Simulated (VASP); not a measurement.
# MnO (Fm-3m) in VASP: a series of runs

Runs on MnO. Level: PBE+U. Tasks: single point.

Everything below comes from runs of VASP 6.6.1. Logs are shortened: lines on timing, memory, paths and dates and some standing lists are left out, and cuts for length are marked.

**1. The cell of the first run**

The structure is cubic, space group Fm-3m (No. 225). The conventional cell has a = 4.480 Å, b = 4.480 Å, c = 4.480 Å, α = 90.00°, β = 90.00°, γ = 90.00°. Within 3.0 Å of Mn (site symmetry m-3m) lie 6 O at 2.24 Å. Within 3.0 Å of O (site symmetry m-3m) lie 6 Mn at 2.24 Å.

**2. Single point, PBE+U, collinear spin, ferromagnetic start**

File INCAR:

```
SYSTEM = MnO
  PREC = Accurate
  ENCUT = 520
  EDIFF = 1E-6
  ISMEAR = -1
  SIGMA = 0.02
  LREAL = .False.
  LASPH = .True.
  NELM = 150
  ALGO = Normal
  ISIF = 2
  LWAVE = .False.
  LCHARG = .True.
  ISPIN = 2
  MAGMOM = 4.5 0
  LORBIT = 11
  LMAXMIX = 4
  LDAU = .True.
  LDAUTYPE = 2
  LDAUL = 2 -1
  LDAUU = 2.8 0
  LDAUJ = 0 0
  LDAUPRINT = 1
  GGA = PE
  LELF = .True.
  LVHAR = .True.
  NBANDS = 20
```

File KPOINTS:

```
regular mesh
0
Gamma
  9 9 9
  0 0 0
```

File POSCAR:

```
MnO
1.0
    0.0000000000      2.2400000000      2.2400000000
    2.2400000000      0.0000000000      2.2400000000
    2.2400000000      2.2400000000      0.0000000000
Mn O
1 1
Direct
    0.0000000000      0.0000000000      0.0000000000
    0.5000000000      0.5000000000      0.5000000000
```

Potentials or basis: VASP PAW PBE potentials, release 64 (Mn_pv, O).

The run is started by

```sh
> cat potpaw_PBE.64/Mn_pv/POTCAR potpaw_PBE.64/O/POTCAR > POTCAR
> mpirun -np 1 vasp_std > vasp.out
```

OUTCAR:

```text
SYSTEM = MnO
   PREC = Accurate
   ENCUT = 520
   EDIFF = 1E-6
   ISMEAR = -1
   LREAL = .False.
   LASPH = .True.
   NELM = 150
   ISIF = 2
   ISPIN = 2
   LORBIT = 11
   GGA = PE

 ion  position               nearest neighbor table
   1  0.000  0.000  0.000-   2 2.24   2 2.24   2 2.24   2 2.24   2 2.24   2 2.24
   2  0.500  0.500  0.500-   1 2.24   1 2.24   1 2.24   1 2.24   1 2.24   1 2.24

  LATTYP: Found a face centered cubic cell.
 ALAT       =     4.4800000000

  Lattice vectors:

 A1 = (   0.0000000000,   2.2400000000,   2.2400000000)
 A2 = (   2.2400000000,   0.0000000000,   2.2400000000)
 A3 = (   2.2400000000,   2.2400000000,   0.0000000000)

Analysis of symmetry for initial positions (statically):
=====================================================================
 Subroutine PRICEL returns:
 Original cell was already a primitive cell.

 Routine SETGRP: Setting up the symmetry group for a
 face centered cubic supercell.

 Subroutine GETGRP returns: Found 48 space group operations
 (whereof 48 operations were pure point group operations)
 out of a pool of 48 trial point group operations.

The static configuration has the point symmetry O_h .

Analysis of symmetry for dynamics (positions and initial velocities):
=====================================================================
 Subroutine PRICEL returns:
 Original cell was already a primitive cell.

 Routine SETGRP: Setting up the symmetry group for a
 face centered cubic supercell.

 Subroutine GETGRP returns: Found 48 space group operations
 (whereof 48 operations were pure point group operations)
 out of a pool of 48 trial point group operations.

The dynamic configuration has the point symmetry O_h .

Analysis of structural, dynamic, and magnetic symmetry:
=====================================================================
 Subroutine PRICEL returns:
 Original cell was already a primitive cell.

 Routine SETGRP: Setting up the symmetry group for a
 face centered cubic supercell.

[... 163 lines left out ...]
 -0.0000  0.0000  0.0000  0.0000  0.0767

 occupancies and eigenvectors

  o =  0.0204  v =  0.0000  0.0000  0.0000  0.0000  0.0000  0.0029 -0.0010  0.0000  1.0000 -0.0000      0.0000  0.0000  0.0000  0.0000  0.0000  0.0000  0.0000  0.0000  0.0000  0.0000
  o =  0.0204  v =  0.0000  0.0000  0.0000  0.0000  0.0000 -0.0306 -0.9995 -0.0000 -0.0009  0.0000      0.0000  0.0000  0.0000  0.0000  0.0000  0.0000  0.0000  0.0000  0.0000  0.0000
  o =  0.0204  v =  0.0000  0.0000  0.0000  0.0000  0.0000  0.9995 -0.0306 -0.0000 -0.0029  0.0000      0.0000  0.0000  0.0000  0.0000  0.0000  0.0000  0.0000  0.0000  0.0000  0.0000
  o =  0.0767  v =  0.0000  0.0000  0.0000  0.0000  0.0000  0.0000 -0.0000  0.9992  0.0000 -0.0399      0.0000  0.0000  0.0000  0.0000  0.0000  0.0000  0.0000  0.0000  0.0000  0.0000
  o =  0.0767  v =  0.0000  0.0000  0.0000  0.0000  0.0000 -0.0000  0.0000  0.0399  0.0000  0.9992      0.0000  0.0000  0.0000  0.0000  0.0000  0.0000  0.0000  0.0000  0.0000  0.0000
  o =  0.9368  v =  0.0000  0.9999 -0.0000  0.0134 -0.0000  0.0000  0.0000  0.0000  0.0000  0.0000      0.0000  0.0000  0.0000  0.0000  0.0000  0.0000  0.0000  0.0000  0.0000  0.0000
  o =  0.9368  v =  1.0000  0.0000  0.0000  0.0000  0.0000  0.0000  0.0000  0.0000  0.0000  0.0000      0.0000  0.0000  0.0000  0.0000  0.0000  0.0000  0.0000  0.0000  0.0000  0.0000
  o =  0.9368  v =  0.0000 -0.0134  0.0000  0.9999  0.0000  0.0000  0.0000  0.0000  0.0000  0.0000      0.0000  0.0000  0.0000  0.0000  0.0000  0.0000  0.0000  0.0000  0.0000  0.0000
  o =  0.9715  v =  0.0000  0.0000  0.0956 -0.0000  0.9954  0.0000  0.0000  0.0000  0.0000  0.0000      0.0000  0.0000  0.0000  0.0000  0.0000  0.0000  0.0000  0.0000  0.0000  0.0000
  o =  0.9715  v =  0.0000  0.0000  0.9954 -0.0000 -0.0956  0.0000  0.0000  0.0000  0.0000  0.0000      0.0000  0.0000  0.0000  0.0000  0.0000  0.0000  0.0000  0.0000  0.0000  0.0000

 number of electron      18.9999989 magnetization       5.0000578

 Free energy of the ion-electron system (eV)
  ---------------------------------------------------
  ext. energy  EPLUGINS =         0.00000000
  ---------------------------------------------------
  free energy    TOTEN  =       -15.70674952 eV

  energy without entropy =      -15.70661675  energy(sigma->0) =      -15.70668313

 E-fermi :   6.7941     XC(G=0): -11.6852

 val. band max:        6.7306538875   @ k =   0.4444   0.0000   0.0000
 cond. band min:       7.5796819467   @ k =   0.1111   0.0000   0.0000
 fundamental gap:      0.8490280592
 Fermi energy:         6.7941411065

 spin component 1

 k-point     1 :       0.0000    0.0000    0.0000
  band No.  band energies     occupation
      1     -43.1515      1.00000
      2     -43.1515      1.00000
      3     -43.1515      1.00000
      4     -12.5907      1.00000
      5       2.9160      1.00000
      6       2.9160      1.00000
[... 1097 lines left out ...]
     19      33.9055      0.00000
     20      35.4766      0.00000

 [... further k-points ...]
[... 5 lines left out ...]
  --------------------------------------------------------------------------------------
  -------------------------------------------------------------------------------------
  Total        0.4302101      0.4302101      0.4302101     -0.0000000     -0.0000000      0.0000000
  in kB       30.6631782     30.6631782     30.6631782     -0.0000000     -0.0000000      0.0000000
  external PRESSURE =      30.6631782 kB  Pullay stress =       0.0000000 kB

 VOLUME and BASIS-vectors are now :
 -----------------------------------------------------------------------------
  energy-cutoff  :      520.00
  volume of cell :       22.48
      direct lattice vectors                 reciprocal lattice vectors
     0.000000000  2.240000000  2.240000000    -0.223214286  0.223214286  0.223214286
     2.240000000  0.000000000  2.240000000     0.223214286 -0.223214286  0.223214286
     2.240000000  2.240000000  0.000000000     0.223214286  0.223214286 -0.223214286

 POSITION                                       TOTAL-FORCE (eV/Angst)
 -----------------------------------------------------------------------------------
      0.00000      0.00000      0.00000         0.000000      0.000000     -0.000000
      2.24000      2.24000      2.24000        -0.000000     -0.000000      0.000000
 -----------------------------------------------------------------------------------
    total drift:                                0.000000     -0.000000     -0.000000

  FREE ENERGIE OF THE ION-ELECTRON SYSTEM (eV)
  ---------------------------------------------------
  free  energy   TOTEN  =       -15.7067495169 eV

  energy  without entropy=      -15.7066167491  energy(sigma->0) =      -15.70668313

 total charge

# of ion       s       p       d       tot
------------------------------------------
    1        0.203   6.175   4.949  11.327
    2        1.556   3.437   0.000   4.993
--------------------------------------------------
tot          1.759   9.612   4.949  16.320

 magnetization (x)

# of ion       s       p       d       tot
------------------------------------------
    1        0.034   0.026   4.532   4.591
    2        0.025   0.147   0.000   0.172
--------------------------------------------------
tot          0.059   0.173   4.532   4.763
```

stdout:

```text
POSCAR found type information on POSCAR MnO
 POSCAR found :  2 types and       2 ions
 scaLAPACK will be used
 LDA part: xc-table for (Slater+PW92), standard interpolation
 POSCAR, INCAR and KPOINTS ok, starting setup
 FFT: planning ... GRIDC
 FFT: planning ... GRID_SOFT
 FFT: planning ... GRID
 WAVECAR not read
 entering main loop
```

Run time: 14 s. Hardware: 1 thread of Intel Xeon Platinum 8488C (Sapphire Rapids), shared host; peak memory 0.15 GiB.

What came out:

| Quantity | Value |
| --- | --- |
| Free energy | -15.7067 eV |
| Pressure | 3.1 GPa |
| Band gap on the k mesh | zero (filled and empty bands overlap) |
| Net moment | 5.00 μB per cell |
| Site moments | Mn +4.59; O +0.17 μB |
| Valence electrons inside the program's atomic spheres | Mn 11.33; O 4.99 |

Eigenvalues of the final occupation matrices:
| site | spin | trace | eigenvalues |
| --- | --- | --- | --- |
| site 1 d | 1 | 4.75 | 0.94 0.94 0.94 0.97 0.97 |
| site 1 d | 2 | 0.21 | 0.02 0.02 0.02 0.08 0.08 |

Caveat: a cell with one magnetic atom can't hold antiferromagnetic order, which such compounds often take. The state reached can hang on the start; a lower one may exist.

**3. Single point, PBE+U, collinear spin, ferromagnetic start**

File INCAR:

```
SYSTEM = MnO
PREC = Accurate
ENCUT = 520
EDIFF = 1E-6
ISMEAR = -1
SIGMA = 0.02
LREAL = .FALSE.
LASPH = .TRUE.
NELM = 150
ALGO = Normal
ISIF = 2
LWAVE = .FALSE.
LCHARG = .FALSE.
ISPIN = 2
MAGMOM = 1 0
LORBIT = 11
NUPDOWN = 1.0
LMAXMIX = 4
LDAU = .TRUE.
LDAUTYPE = 2
LDAUL = 2 -1
LDAUU = 2.8 0
LDAUJ = 0 0
LDAUPRINT = 1
GGA = PE
NBANDS = 20
```

File KPOINTS:

```
regular mesh
0
G
  9 9 9
  0 0 0
```

POSCAR is that of step 2.

Potentials or basis: VASP PAW PBE potentials, release 64 (Mn_pv, O).

The run is started by

```sh
> cat potpaw_PBE.64/Mn_pv/POTCAR potpaw_PBE.64/O/POTCAR > POTCAR
> mpirun -np 1 vasp_std > vasp.out
```

OUTCAR:

```text
SYSTEM = MnO
   PREC = Accurate
   ENCUT = 520
   EDIFF = 1E-6
   ISMEAR = -1
   LREAL = .FALSE.
   LASPH = .TRUE.
   NELM = 150
   ISIF = 2
   ISPIN = 2
   LORBIT = 11
   NUPDOWN = 1.0
   GGA = PE

 ion  position               nearest neighbor table
   1  0.000  0.000  0.000-   2 2.24   2 2.24   2 2.24   2 2.24   2 2.24   2 2.24
   2  0.500  0.500  0.500-   1 2.24   1 2.24   1 2.24   1 2.24   1 2.24   1 2.24

  LATTYP: Found a face centered cubic cell.
 ALAT       =     4.4800000000

  Lattice vectors:

 A1 = (   0.0000000000,   2.2400000000,   2.2400000000)
[... 1354 lines left out ...]
  external PRESSURE =    -305.4083222 kB  Pullay stress =       0.0000000 kB

 VOLUME and BASIS-vectors are now :
 -----------------------------------------------------------------------------
  energy-cutoff  :      520.00
  volume of cell :       22.48
      direct lattice vectors                 reciprocal lattice vectors
     0.000000000  2.240000000  2.240000000    -0.223214286  0.223214286  0.223214286
     2.240000000  0.000000000  2.240000000     0.223214286 -0.223214286  0.223214286
     2.240000000  2.240000000  0.000000000     0.223214286  0.223214286 -0.223214286

 POSITION                                       TOTAL-FORCE (eV/Angst)
 -----------------------------------------------------------------------------------
      0.00000      0.00000      0.00000        -0.000000      0.000000      0.000000
      2.24000      2.24000      2.24000         0.000000     -0.000000     -0.000000
 -----------------------------------------------------------------------------------
    total drift:                                0.000000     -0.000000     -0.000000

  FREE ENERGIE OF THE ION-ELECTRON SYSTEM (eV)
  ---------------------------------------------------
  free  energy   TOTEN  =       -12.1639034051 eV

  energy  without entropy=      -12.1594136193  energy(sigma->0) =      -12.16165851

 total charge

# of ion       s       p       d       tot
------------------------------------------
    1        0.182   6.146   5.031  11.360
    2        1.549   3.370   0.000   4.919
--------------------------------------------------
tot          1.731   9.516   5.031  16.278

 magnetization (x)

# of ion       s       p       d       tot
------------------------------------------
    1       -0.001  -0.001   0.952   0.950
    2       -0.004   0.092   0.000   0.087
--------------------------------------------------
tot         -0.006   0.090   0.952   1.037
```

It took 20 s on 1 thread of Intel Xeon Platinum 8488C (Sapphire Rapids), shared host; peak memory 0.15 GiB.

Results:

| Item | Value |
| --- | --- |
| Free energy | -12.1639 eV |
| Pressure | -30.5 GPa |
| Net moment | 1.00 μB per cell |
| Site moments | Mn +0.95; O +0.09 μB |
| Valence electrons inside the program's atomic spheres | Mn 11.36; O 4.92 |

Eigenvalues of the final occupation matrices:
```
    site  spin  trace               eigenvalues
site 1 d     1   3.00  0.11 0.11 0.93 0.93 0.93
site 1 d     2   2.05  0.32 0.32 0.47 0.47 0.47
```

Caveat: the total moment is fixed, so each spin has its own Fermi level; a cell with one magnetic atom can't hold antiferromagnetic order, which such compounds often take. The state reached can hang on the start; a lower one may exist.

**4. Single point, PBE+U, collinear spin, ferromagnetic start**

File INCAR:

```
PREC = Accurate ; ENCUT = 520
EDIFF = 1E-7 ; ISMEAR = -1
SIGMA = 0.02 ; LREAL = F
LASPH = T ; NELM = 150
ALGO = Normal ; ISIF = 2
LWAVE = F ; LCHARG = T
ISPIN = 2 ; MAGMOM = 5 0
LORBIT = 11 ; NUPDOWN = 5.0
LMAXMIX = 4 ; LDAU = T
LDAUTYPE = 2 ; LDAUL = 2 -1
LDAUU = 2.8 0 ; LDAUJ = 0 0
LDAUPRINT = 1 ; GGA = PE
LELF = T ; LVHAR = T
NBANDS = 20
```

File KPOINTS:

```
Automatic mesh
0
Gamma
  9 9 9
```

POSCAR is that of step 3.

The run is started by

```sh
> cat potpaw_PBE.64/Mn_pv/POTCAR potpaw_PBE.64/O/POTCAR > POTCAR
> mpirun -np 1 vasp_std > vasp.out
```

It took 22 s on 1 thread of Intel Xeon Platinum 8488C (Sapphire Rapids), shared host; peak memory 0.16 GiB.

The run converged. Its results:

| Property | Result |
| --- | --- |
| Free energy | -15.7068 eV |
| Pressure | 3.1 GPa |
| Net moment | 5.00 μB per cell |
| Site moments | Mn +4.59; O +0.17 μB |
| Valence electrons inside the program's atomic spheres | Mn 11.33; O 4.99 |

Eigenvalues of the final occupation matrices:
| site | spin | trace | eigenvalues |
| --- | --- | --- | --- |
| site 1 d | 1 | 4.75 | 0.94 0.94 0.94 0.97 0.97 |
| site 1 d | 2 | 0.21 | 0.02 0.02 0.02 0.08 0.08 |

Caveat: the total moment is fixed, so each spin has its own Fermi level; a cell with one magnetic atom can't hold antiferromagnetic order, which such compounds often take.

**5. Single point, PBE+U, collinear spin, ferromagnetic start**

File INCAR:

```
PREC = Accurate ; ENCUT = 520
EDIFF = 1E-6 ; ISMEAR = -1
SIGMA = 0.02 ; LREAL = F
LASPH = T ; NELM = 150
ALGO = Normal ; ISIF = 2
LWAVE = F ; LCHARG = T
ISPIN = 2 ; MAGMOM = 3 0
LORBIT = 11 ; NUPDOWN = 3.0
LMAXMIX = 4 ; LDAU = T
LDAUTYPE = 2 ; LDAUL = 2 -1
LDAUU = 2.8 0 ; LDAUJ = 0 0
LDAUPRINT = 1 ; GGA = PE
LELF = T ; LVHAR = T
NBANDS = 20
```

KPOINTS is that of step 4.

POSCAR is that of step 4.

The run is started by

```sh
> cat potpaw_PBE.64/Mn_pv/POTCAR potpaw_PBE.64/O/POTCAR > POTCAR
> mpirun -np 1 vasp_std > vasp.out
```

Run time: 18 s. Hardware: 1 thread of Intel Xeon Platinum 8488C (Sapphire Rapids), shared host; peak memory 0.15 GiB.

It converged, with:

```
Free energy                                           : -13.5136 eV
Pressure                                              : -22.3 GPa
Net moment                                            : 3.00 μB per cell
Site moments                                          : Mn +3.11; O -0.13 μB
Valence electrons inside the program's atomic spheres : Mn 11.36; O 4.92
```

Eigenvalues of the final occupation matrices:
| site | spin | trace | eigenvalues |
| --- | --- | --- | --- |
| site 1 d | 1 | 4.06 | 0.63 0.63 0.93 0.93 0.93 |
| site 1 d | 2 | 0.98 | 0.08 0.08 0.28 0.28 0.28 |

Caveat: the total moment is fixed, so each spin has its own Fermi level; a cell with one magnetic atom can't hold antiferromagnetic order, which such compounds often take. The state reached can hang on the start; a lower one may exist.

**6. Summary**

```tsv
fixed moment (μB)	pressure (GPa)	moment (μB)
-	3.1	5.00
1.0	-30.5	1.00
5.0	3.1	5.00
3.0	-22.3	3.00
```

Alike in all rows: task single point; level PBE+U; potentials or basis VASP PAW PBE potentials, release 64 (Mn_pv, O); spin collinear, ferromagnetic start; Mn d U = 2.8 eV; cell as given; k mesh 9 × 9 × 9; cutoff (eV) 520; smearing fermi-dirac 0.02 eV.

Caveats: a cell with one magnetic atom can't hold antiferromagnetic order, which such compounds often take; the total moment is fixed, so each spin has its own Fermi level (some runs).

Absolute energies hang on the potentials; compare differences alone.
